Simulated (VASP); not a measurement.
Wanted: the native input for a VASP 6.6.1 run.

```
Task                            : G0W0 quasiparticle levels
Functional                      : PBE
Potentials or basis             : VASP PAW PBE potentials, release 64 (Mg_GW, O_GW)
Cutoff                          : 500 eV
k mesh                          : 2 × 2 × 2
Occupations                     : gaussian, width 0.01 eV
Spin                            : no spin polarisation
Dipole correction               : no
GW scheme                       : G0W0
GW iterations                   : 1
Cutoff of the response function : 100
Frequency points                : 48
Empty bands                     : 30
Further INCAR settings          : ALGO = EVGW0; EDIFF = 1e-08; NBANDS = 34
```

The system is MgO.

```xyz
2
Lattice="0.0000 2.1055 2.1055 2.1055 0.0000 2.1055 2.1055 2.1055 0.0000" Properties=species:S:1:pos:R:3 pbc="T T T"
Mg    0.0000    0.0000    0.0000
O     2.1055    2.1055    2.1055
```

One way to write it, as run:

POSCAR

```
MgO
1.0
    0.0000000000      2.1055000000      2.1055000000
    2.1055000000      0.0000000000      2.1055000000
    2.1055000000      2.1055000000      0.0000000000
Mg O
1 1
Direct
    0.0000000000      0.0000000000      0.0000000000
    0.5000000000      0.5000000000      0.5000000000
```

INCAR.step1

```
  PREC = Accurate
  ENCUT = 500
  EDIFF = 1E-8
  ISMEAR = 0
  SIGMA = 0.01
  LREAL = F
  LASPH = T
  NELM = 100
  ALGO = Normal
  LWAVE = T
  LCHARG = F
  GGA = PE
```

INCAR.step2

```
  PREC = Accurate
  ENCUT = 500
  EDIFF = 1E-8
  ISMEAR = 0
  SIGMA = 0.01
  LREAL = F
  LASPH = T
  NELM = 1
  ALGO = Exact
  LWAVE = T
  LCHARG = F
  GGA = PE
  NBANDS = 34
  LOPTICS = T
  ISTART = 1
```

INCAR.step3

```
  PREC = Accurate
  ENCUT = 500
  EDIFF = 1E-8
  ISMEAR = 0
  SIGMA = 0.01
  LREAL = F
  LASPH = T
  ALGO = EVGW0
  LWAVE = F
  LCHARG = F
  GGA = PE
  NELMGW = 1
  NBANDS = 34
  ENCUTGW = 100.0
  NOMEGA = 48
  PRECFOCK = Fast
  ISTART = 1
  NBANDSGW = 12
```

KPOINTS

```
Automatic mesh
0
Gamma
  2 2 2
```

Potentials or basis: VASP PAW PBE potentials, release 64 (Mg_GW, O_GW).

Launch:

```sh
$ cat potpaw_PBE.64/Mg_GW/POTCAR potpaw_PBE.64/O_GW/POTCAR > POTCAR
$ cp INCAR.step1 INCAR
$ mpirun -np 1 vasp_std > vasp.out
$ cp INCAR.step2 INCAR
$ mpirun -np 1 vasp_std > vasp.out
$ cp INCAR.step3 INCAR
$ mpirun -np 1 vasp_std > vasp.out
```

It gave:

- Band gap on the k mesh, mean-field level: 4.48 eV, direct
- Quasiparticle gap: 6.29 eV
- Least direct quasiparticle gap: 6.29 eV

Caveat: the k points lie up to 1.29 Å⁻¹ apart; bands, screening cutoff and mesh are small and nothing is extrapolated, so the quasiparticle values aren't converged.

Run time: 7.2 s on 1 thread of Intel Xeon 8259CL, with other jobs on the host, peak memory 0.14 GiB.
